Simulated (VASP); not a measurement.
# FeSi (P2_13) in VASP: notebook

Runs on FeSi. Level: PBE. Tasks: single point.

Everything below comes from runs of VASP 6.6.1. Logs are shortened: lines on timing, memory, paths and dates and some standing lists are left out, and cuts for length are marked.

## (1) The cell of the first run

It takes space group P2_13 (No. 198, cubic). The conventional cell has a = 4.448 Å, b = 4.448 Å, c = 4.448 Å, α = 90.00°, β = 90.00°, γ = 90.00°. Fe (site symmetry 3) has 7 Si at 2.27 to 2.50 Å and 6 Fe at 2.73 Å within 3.0 Å. Si (site symmetry 3) has 7 Fe at 2.27 to 2.50 Å and 6 Si at 2.76 Å within 3.0 Å.

## (2) Single point, PBE

INCAR

```
SYSTEM = FeSi
PREC     = Accurate       ! precision mode
ENCUT    = 520            ! plane-wave cutoff, eV
EDIFF    = 1E-7           ! SCF threshold, eV
ISMEAR   = 0              ! smearing method
SIGMA    = 0.01           ! smearing width, eV
LREAL    = .False.        ! projectors in reciprocal space
LASPH    = .True.         ! aspherical terms in the spheres
NELM     = 60             ! most SCF steps
ALGO     = Normal         ! electronic algorithm
ISIF     = 2              ! what is computed and relaxed
LWAVE    = .False.        ! write WAVECAR
LCHARG   = .False.        ! write CHGCAR
GGA      = PE             ! functional
NBANDS   = 34             ! bands
```

KPOINTS

```
Automatic mesh
0
Gamma
  8 8 8
  0 0 0
```

POSCAR

```
FeSi
1.0
    4.4480343810      0.0000000000      0.0000000000
    0.0000000000      4.4480343810      0.0000000000
    0.0000000000      0.0000000000      4.4480343810
Fe Si
4 4
Direct
    0.1359940297      0.1359940297      0.1359940297
    0.3640059703      0.8640059703      0.6359940297
    0.6359940297      0.3640059703      0.8640059703
    0.8640059703      0.6359940297      0.3640059703
    0.8407200305      0.8407200305      0.8407200305
    0.6592799695      0.1592799695      0.3407200305
    0.3407200305      0.6592799695      0.1592799695
    0.1592799695      0.3407200305      0.6592799695
```

Potentials or basis: VASP PAW PBE potentials, release 64 (Fe, Si).

Started as:

```console
cat potpaw_PBE.64/Fe/POTCAR potpaw_PBE.64/Si/POTCAR > POTCAR
mpirun -np 1 vasp_std > vasp.out
```

OUTCAR:

```text
SYSTEM = FeSi
   PREC = Accurate
   ENCUT = 520
   EDIFF = 1E-7
   ISMEAR = 0
   LREAL = .False.
   LASPH = .True.
   NELM = 60
   ISIF = 2
   GGA = PE

 ion  position               nearest neighbor table
   1  0.136  0.136  0.136-   5 2.27   6 2.31   7 2.31   8 2.31   7 2.50   8 2.50   6 2.50   3 2.73
                             4 2.73   2 2.73   2 2.73   4 2.73   3 2.73
   2  0.364  0.864  0.636-   6 2.27   5 2.31   7 2.31   8 2.31   7 2.50   8 2.50   5 2.50   1 2.73
                             1 2.73   3 2.73   3 2.73   4 2.73   4 2.73
   3  0.636  0.364  0.864-   7 2.27   6 2.31   5 2.31   8 2.31   8 2.50   6 2.50   5 2.50   1 2.73
                             4 2.73   2 2.73   2 2.73   4 2.73   1 2.73
   4  0.864  0.636  0.364-   8 2.27   6 2.31   7 2.31   5 2.31   6 2.50   5 2.50   7 2.50   1 2.73
                             3 2.73   2 2.73   1 2.73   2 2.73   3 2.73
   5  0.841  0.841  0.841-   1 2.27   2 2.31   3 2.31   4 2.31   3 2.50   4 2.50   2 2.50   6 2.76
                             7 2.76   8 2.76   6 2.76   8 2.76   7 2.76
   6  0.659  0.159  0.341-   2 2.27   1 2.31   3 2.31   4 2.31   3 2.50   4 2.50   1 2.50   8 2.76
                             5 2.76   5 2.76   7 2.76   7 2.76   8 2.76
   7  0.341  0.659  0.159-   3 2.27   2 2.31   1 2.31   4 2.31   4 2.50   2 2.50   1 2.50   8 2.76
                             5 2.76   8 2.76   6 2.76   6 2.76   5 2.76
   8  0.159  0.341  0.659-   4 2.27   2 2.31   3 2.31   1 2.31   2 2.50   1 2.50   3 2.50   7 2.76
                             5 2.76   7 2.76   5 2.76   6 2.76   6 2.76

  LATTYP: Found a simple cubic cell.
 ALAT       =     4.4480343810

  Lattice vectors:

 A1 = (   4.4480343810,   0.0000000000,   0.0000000000)
 A2 = (   0.0000000000,   4.4480343810,   0.0000000000)
 A3 = (   0.0000000000,   0.0000000000,   4.4480343810)

Analysis of symmetry for initial positions (statically):
=====================================================================
 Subroutine PRICEL returns:
 Original cell was already a primitive cell.

 Routine SETGRP: Setting up the symmetry group for a
 simple cubic supercell.

 Subroutine GETGRP returns: Found 12 space group operations
 (whereof  3 operations were pure point group operations)
 out of a pool of 48 trial point group operations.

The static configuration has the point symmetry C_3 .
 The point group associated with its full space group is T   .

Analysis of symmetry for dynamics (positions and initial velocities):
=====================================================================
 Subroutine PRICEL returns:
 Original cell was already a primitive cell.

 Routine SETGRP: Setting up the symmetry group for a
 simple cubic supercell.

 Subroutine GETGRP returns: Found 12 space group operations
 (whereof  3 operations were pure point group operations)
 out of a pool of 48 trial point group operations.

The dynamic configuration has the point symmetry C_3 .
 The point group associated with its full space group is T   .

 Subroutine INISYM returns: Found 12 space group operations
 (whereof  3 operations are pure point group operations),
 and found     1 'primitive' translations

----------------------------------------------------------------------------------------

                                     Primitive cell

  volume of cell :      88.0044

  direct lattice vectors                    reciprocal lattice vectors
     4.448034381  0.000000000  0.000000000     0.224818406  0.000000000  0.000000000
     0.000000000  4.448034381  0.000000000     0.000000000  0.224818406  0.000000000
     0.000000000  0.000000000  4.448034381     0.000000000  0.000000000  0.224818406

  length of vectors
     4.448034381  4.448034381  4.448034381     0.224818406  0.224818406  0.224818406

  position of ions in fractional coordinates (direct lattice)
     0.135994030  0.135994030  0.135994030
     0.364005970  0.864005970  0.635994030
     0.635994030  0.364005970  0.864005970
     0.864005970  0.635994030  0.364005970
     0.840720031  0.840720031  0.840720031
[... 52 lines left out ...]
  ext. energy  EPLUGINS =         0.00000000
  ---------------------------------------------------
  free energy    TOTEN  =       -58.78215476 eV

  energy without entropy =      -58.78215476  energy(sigma->0) =      -58.78215476

 E-fermi :   9.7875     XC(G=0): -12.7989

 val. band max:        9.7212679393   @ k =  -0.1250   0.3750   0.0000
 cond. band min:       9.8828708802   @ k =   0.2500   0.2500   0.0000
 fundamental gap:      0.1616029408
 Fermi energy:         9.7874615766

 k-point     1 :       0.0000    0.0000    0.0000
  band No.  band energies     occupation
      1      -3.5183      2.00000
      2       1.8370      2.00000
      3       1.8370      2.00000
      4       1.8370      2.00000
      5       4.6739      2.00000
      6       4.6739      2.00000
[... 26 lines left out ...]
     33      14.0336      0.00000
     34      14.0336      0.00000

 k-point     2 :       0.1250    0.0000    0.0000
  band No.  band energies     occupation
      1      -3.4023      2.00000
      2       1.0736      2.00000
      3       1.9054      2.00000
      4       2.4065      2.00000
      5       4.2040      2.00000
      6       4.7476      2.00000
[... 26 lines left out ...]
     33      14.1599      0.00000
     34      14.2777      0.00000

 k-point     3 :       0.2500    0.0000    0.0000
  band No.  band energies     occupation
      1      -3.0582      2.00000
      2       0.1347      2.00000
      3       2.1056      2.00000
      4       2.8619      2.00000
      5       3.9240      2.00000
      6       4.9067      2.00000
[... 26 lines left out ...]
     33      14.4192      0.00000
     34      14.4288      0.00000
[... 704 lines left out ...]
 k-point    23 :       0.2500    0.1250    0.1250
  band No.  band energies     occupation
      1      -2.8320      2.00000
      2       0.2294      2.00000
      3       1.5252      2.00000
      4       2.8092      2.00000
      5       3.9208      2.00000
      6       4.6867      2.00000
[... 26 lines left out ...]
     33      14.2207      0.00000
     34      14.3910      0.00000

 k-point    24 :       0.3750    0.1250    0.1250
  band No.  band energies     occupation
      1      -2.2798      2.00000
      2      -0.6683      2.00000
      3       1.8662      2.00000
      4       2.7893      2.00000
      5       3.7122      2.00000
      6       4.4497      2.00000
[... 26 lines left out ...]
     33      13.9551      0.00000
     34      14.6834      0.00000

 [... further k-points ...]

------------------------ aborting loop because EDIFF is reached ----------------------------------------

  FORCE on cell =-STRESS in cart. coord.  units (eV):
  Direction    XX          YY          ZZ          XY          YZ          ZX
  --------------------------------------------------------------------------------------
  -------------------------------------------------------------------------------------
  Total        0.0863808      0.0863808      0.0863808      0.0000000      0.0000000      0.0000000
  in kB        1.5726180      1.5726180      1.5726180      0.0000000      0.0000000      0.0000000
  external PRESSURE =       1.5726180 kB  Pullay stress =       0.0000000 kB

 VOLUME and BASIS-vectors are now :
 -----------------------------------------------------------------------------
  energy-cutoff  :      520.00
  volume of cell :       88.00
      direct lattice vectors                 reciprocal lattice vectors
     4.448034381  0.000000000  0.000000000     0.224818406  0.000000000  0.000000000
     0.000000000  4.448034381  0.000000000     0.000000000  0.224818406  0.000000000
     0.000000000  0.000000000  4.448034381     0.000000000  0.000000000  0.224818406

 POSITION                                       TOTAL-FORCE (eV/Angst)
 -----------------------------------------------------------------------------------
      0.60491      0.60491      0.60491         0.020254      0.020254      0.020254
      1.61911      3.84313      2.82892        -0.020254     -0.020254      0.020254
      2.82892      1.61911      3.84313         0.020254     -0.020254     -0.020254
      3.84313      2.82892      1.61911        -0.020254      0.020254     -0.020254
      3.73955      3.73955      3.73955         0.000949      0.000949      0.000949
      2.93250      0.70848      1.51553        -0.000949     -0.000949      0.000949
      1.51553      2.93250      0.70848         0.000949     -0.000949     -0.000949
      0.70848      1.51553      2.93250        -0.000949      0.000949     -0.000949
 -----------------------------------------------------------------------------------
    total drift:                               -0.000001     -0.000001     -0.000000

  FREE ENERGIE OF THE ION-ELECTRON SYSTEM (eV)
  ---------------------------------------------------
  free  energy   TOTEN  =       -58.7821547649 eV

  energy  without entropy=      -58.7821547649  energy(sigma->0) =      -58.78215476
```

Wall time 55 s (1 thread of Intel Xeon 6975P-C (Granite Rapids), shared host); peak memory 0.26 GiB.

What came out:

| Quantity | Value |
| --- | --- |
| Free energy | -58.7822 eV |
| Pressure | 0.2 GPa |
| Largest force | 0.035 eV/Å |
| Band gap on the k mesh | 0.16 eV, indirect (least direct gap 0.17 eV) |

Forces in eV/Å, atoms in the order of the input:
```
Fe   0.020  0.020  0.020
Fe  -0.020 -0.020  0.020
Fe   0.020 -0.020 -0.020
Fe  -0.020  0.020 -0.020
Si   0.001  0.001  0.001
Si  -0.001 -0.001  0.001
Si   0.001 -0.001 -0.001
Si  -0.001  0.001 -0.001
```

Levels at points of the mesh, in eV from the valence-band top:
```tsv
k point	band 20	band 21	band 22	band 23	band 24	band 25	band 26	band 27	band 28	band 29
(0.00, 0.00, 0.00)	-0.28	-0.28	-0.28	-0.04	-0.04	0.66	0.66	0.66	3.03	3.03
(0.50, 0.00, 0.00)	-1.24	-0.38	-0.38	-0.01	-0.01	0.20	0.20	1.72	1.72	2.22
(0.50, 0.50, 0.00)	-1.26	-1.01	-1.01	-0.36	-0.36	0.64	0.64	1.30	1.30	2.70
(0.50, 0.50, 0.50)	-0.73	-0.67	-0.67	-0.67	-0.67	0.50	0.50	0.50	0.50	5.64
```

## (3) Single point, PBE, collinear spin, ferromagnetic start

INCAR

```
PREC = Accurate
ENCUT = 520
EDIFF = 1E-6
ISMEAR = 0
SIGMA = 0.1
LREAL = False
LASPH = True
NELM = 150
ALGO = Normal
ISIF = 2
LWAVE = False
LCHARG = False
ISPIN = 2
MAGMOM = 1.14 1.14 1.14 1.14 0 0 0 0
LORBIT = 11
LMAXMIX = 4
GGA = PE
NBANDS = 38
```

KPOINTS

```
Automatic mesh
0
Gamma
  4 4 4
```

POSCAR

```
FeSi
1.0
    4.4457756842      0.0000000000      0.0000000000
    0.0000000000      4.4457756842      0.0000000000
    0.0000000000      0.0000000000      4.4457756842
Fe Si
4 4
Direct
    0.1364570569      0.1364570569      0.1364570569
    0.3635429431      0.8635429431      0.6364570569
    0.6364570569      0.3635429431      0.8635429431
    0.8635429431      0.6364570569      0.3635429431
    0.8411355211      0.8411355211      0.8411355211
    0.6588644789      0.1588644789      0.3411355211
    0.3411355211      0.6588644789      0.1588644789
    0.1588644789      0.3411355211      0.6588644789
```

Potentials or basis: VASP PAW PBE potentials, release 64 (Fe, Si).

Started as:

```console
cat potpaw_PBE.64/Fe/POTCAR potpaw_PBE.64/Si/POTCAR > POTCAR
mpirun -np 1 vasp_std > vasp.out
```

Wall time 35 s (1 thread of Intel Xeon 6975P-C (Granite Rapids), shared host); peak memory 0.25 GiB.

Results (log left out):

| Property | Result |
| --- | --- |
| Free energy | -58.7901 eV |
| Pressure | 0.4 GPa |
| Largest force | 0.025 eV/Å |
| Band gap on the k mesh | 0.17 eV, indirect (least direct gap 0.20 eV) |
| Net moment | 0.00 μB per cell |
| Valence electrons inside the program's atomic spheres | Fe 7.66; Si 1.64 |

Forces on the atoms (eV/Å):
```
Fe   0.007  0.007  0.007
Fe  -0.007 -0.007  0.007
Fe   0.007 -0.007 -0.007
Fe  -0.007  0.007 -0.007
Si  -0.014 -0.014 -0.014
Si   0.014  0.014 -0.014
Si  -0.014  0.014  0.014
Si   0.014 -0.014  0.014
```

Levels at points of the mesh, in eV from the valence-band top:
Spin up:
| k point | band 20 | band 21 | band 22 | band 23 | band 24 | band 25 | band 26 | band 27 | band 28 | band 29 |
| --- | --- | --- | --- | --- | --- | --- | --- | --- | --- | --- |
| (0.00, 0.00, 0.00) | -0.28 | -0.28 | -0.28 | -0.04 | -0.04 | 0.67 | 0.67 | 0.67 | 3.04 | 3.04 |
| (0.50, 0.00, 0.00) | -1.23 | -0.37 | -0.37 | 0.00 | 0.00 | 0.20 | 0.20 | 1.73 | 1.73 | 2.23 |
| (0.50, 0.50, 0.00) | -1.25 | -1.01 | -1.01 | -0.35 | -0.35 | 0.65 | 0.65 | 1.31 | 1.31 | 2.72 |
| (0.50, 0.50, 0.50) | -0.72 | -0.66 | -0.66 | -0.66 | -0.66 | 0.50 | 0.50 | 0.50 | 0.50 | 5.66 |
Spin down:
```
           k point  band 20  band 21  band 22  band 23  band 24  band 25  band 26  band 27  band 28  band 29
(0.00, 0.00, 0.00)    -0.28    -0.28    -0.28    -0.04    -0.04     0.67     0.67     0.67     3.04     3.04
(0.50, 0.00, 0.00)    -1.23    -0.37    -0.37     0.00     0.00     0.20     0.20     1.73     1.73     2.23
(0.50, 0.50, 0.00)    -1.25    -1.01    -1.01    -0.35    -0.35     0.65     0.65     1.31     1.31     2.72
(0.50, 0.50, 0.50)    -0.72    -0.66    -0.66    -0.66    -0.66     0.50     0.50     0.50     0.50     5.66
```

A k mesh can miss the band edges.

## (4) Single point, PBE (volume scaled by 0.94, then relaxed in part)

INCAR

```
  PREC = Accurate
  ENCUT = 520
  EDIFF = 1E-6
  ISMEAR = 0
  SIGMA = 0.01
  LREAL = F
  LASPH = T
  NELM = 100
  ALGO = Normal
  ISIF = 2
  LWAVE = F
  LCHARG = F
  GGA = PE
  NBANDS = 34
```

KPOINTS

```
Automatic mesh
0
Gamma
  8 8 8
```

POSCAR

```
FeSi
1.0
    4.3572325435      0.0000000000      0.0000000000
    0.0000000000      4.3572325435      0.0000000000
    0.0000000000      0.0000000000      4.3572325435
Fe Si
4 4
Direct
    0.1385196264      0.1385196264      0.1385196264
    0.3614803736      0.8614803736      0.6385196264
    0.6385196264      0.3614803736      0.8614803736
    0.8614803736      0.6385196264      0.3614803736
    0.8418531473      0.8418531473      0.8418531473
    0.6581468527      0.1581468527      0.3418531473
    0.3418531473      0.6581468527      0.1581468527
    0.1581468527      0.3418531473      0.6581468527
```

Started as:

```console
cat potpaw_PBE.64/Fe/POTCAR potpaw_PBE.64/Si/POTCAR > POTCAR
mpirun -np 1 vasp_std > vasp.out
```

Wall time 39 s (1 thread of Intel Xeon 6975P-C (Granite Rapids), shared host); peak memory 0.23 GiB.

The run converged. Its results:

```
Free energy            : -58.5357 eV
Pressure               : 15.9 GPa
Largest force          : 0.039 eV/Å
Band gap on the k mesh : 0.16 eV, indirect (least direct gap 0.17 eV)
```

Forces in eV/Å, atoms in the order of the input:
```
Fe   0.023  0.023  0.023
Fe  -0.023 -0.023  0.023
Fe   0.023 -0.023 -0.023
Fe  -0.023  0.023 -0.023
Si   0.000  0.000  0.000
Si   0.000  0.000  0.000
Si   0.000  0.000  0.000
Si   0.000  0.000  0.000
```

Levels at points of the mesh, in eV from the valence-band top:
| k point | band 21 | band 22 | band 23 | band 24 | band 25 | band 26 | band 27 | band 28 |
| --- | --- | --- | --- | --- | --- | --- | --- | --- |
| (0.00, 0.00, 0.00) | -0.32 | -0.32 | -0.06 | -0.06 | 0.72 | 0.72 | 0.72 | 3.33 |
| (0.50, 0.00, 0.00) | -0.43 | -0.43 | -0.01 | -0.01 | 0.20 | 0.20 | 1.85 | 1.85 |
| (0.50, 0.50, 0.00) | -1.10 | -1.10 | -0.40 | -0.40 | 0.68 | 0.68 | 1.42 | 1.42 |
| (0.50, 0.50, 0.50) | -0.75 | -0.75 | -0.75 | -0.75 | 0.53 | 0.53 | 0.53 | 0.53 |

## (5) Single point, PBE (volume scaled by 0.97, then relaxed in part)

INCAR

```
SYSTEM = FeSi
PREC     = Accurate       ! precision mode
ENCUT    = 520            ! plane-wave cutoff, eV
EDIFF    = 1E-6           ! SCF threshold, eV
ISMEAR   = 0              ! smearing method
SIGMA    = 0.01           ! smearing width, eV
LREAL    = .FALSE.        ! projectors in reciprocal space
LASPH    = .TRUE.         ! aspherical terms in the spheres
NELM     = 80             ! most SCF steps
ALGO     = Normal         ! electronic algorithm
ISIF     = 2              ! what is computed and relaxed
LWAVE    = .FALSE.        ! write WAVECAR
LCHARG   = .FALSE.        ! write CHGCAR
GGA      = PE             ! functional
NBANDS   = 34             ! bands
```

KPOINTS

```
Automatic mesh
0
G
  8 8 8
  0 0 0
```

POSCAR

```
FeSi
1.0
    4.4031015200      0.0000000000      0.0000000000
    0.0000000000      4.4031015200      0.0000000000
    0.0000000000      0.0000000000      4.4031015200
Fe Si
4 4
Direct
    0.1373197993      0.1373197993      0.1373197993
    0.3626802007      0.8626802007      0.6373197993
    0.6373197993      0.3626802007      0.8626802007
    0.8626802007      0.6373197993      0.3626802007
    0.8413171412      0.8413171412      0.8413171412
    0.6586828588      0.1586828588      0.3413171412
    0.3413171412      0.6586828588      0.1586828588
    0.1586828588      0.3413171412      0.6586828588
```

Started as:

```console
cat potpaw_PBE.64/Fe/POTCAR potpaw_PBE.64/Si/POTCAR > POTCAR
mpirun -np 1 vasp_std > vasp.out
```

Run time: 53 s. Hardware: 1 thread of Intel Xeon 6975P-C (Granite Rapids), shared host; peak memory 0.25 GiB.

The run converged. Its results:

```yaml
Free_energy: -58.7236 eV
Pressure: 7.4 GPa
Largest_force: 0.038 eV/Å
Band_gap_on_the_k_mesh: 0.16 eV, indirect (least direct gap 0.17 eV)
```

Forces on the atoms (eV/Å):
```
Fe   0.022  0.022  0.022
Fe  -0.022 -0.022  0.022
Fe   0.022 -0.022 -0.022
Fe  -0.022  0.022 -0.022
Si   0.000  0.000  0.000
Si   0.000  0.000  0.000
Si   0.000  0.000  0.000
Si   0.000  0.000  0.000
```

Levels at points of the mesh, in eV from the valence-band top:
```tsv
k point	band 21	band 22	band 23	band 24	band 25	band 26	band 27	band 28
(0.00, 0.00, 0.00)	-0.30	-0.30	-0.05	-0.05	0.69	0.69	0.69	3.17
(0.50, 0.00, 0.00)	-0.40	-0.40	-0.01	-0.01	0.20	0.20	1.78	1.78
(0.50, 0.50, 0.00)	-1.06	-1.06	-0.38	-0.38	0.66	0.66	1.36	1.36
(0.50, 0.50, 0.50)	-0.71	-0.71	-0.71	-0.71	0.51	0.51	0.51	0.51
```

 Spin polarisation is off, so any magnetic state and its effect on volume and gap are missing.

## (6) Summary

| spin | cell | k mesh | smearing | gap on the mesh (eV) | pressure (GPa) | largest force (eV/Å) |
| --- | --- | --- | --- | --- | --- | --- |
| off | a = 4.448 Å, 8 atoms | 8 × 8 × 8 | gaussian 0.01 eV | 0.16 | 0.2 | 0.04 |
| collinear, ferromagnetic start | a = 4.446 Å, 8 atoms | 4 × 4 × 4 | gaussian 0.1 eV | 0.17 | 0.4 | 0.03 |
| off | a = 4.357 Å, 8 atoms | 8 × 8 × 8 | gaussian 0.01 eV | 0.16 | 15.9 | 0.04 |
| off | a = 4.403 Å, 8 atoms | 8 × 8 × 8 | gaussian 0.01 eV | 0.16 | 7.4 | 0.04 |

Alike in all rows: task single point; level PBE; potentials or basis VASP PAW PBE potentials, release 64 (Fe, Si); cutoff (eV) 520.

Total energies depend on the potentials used, so only differences within one code and one set of settings carry meaning.
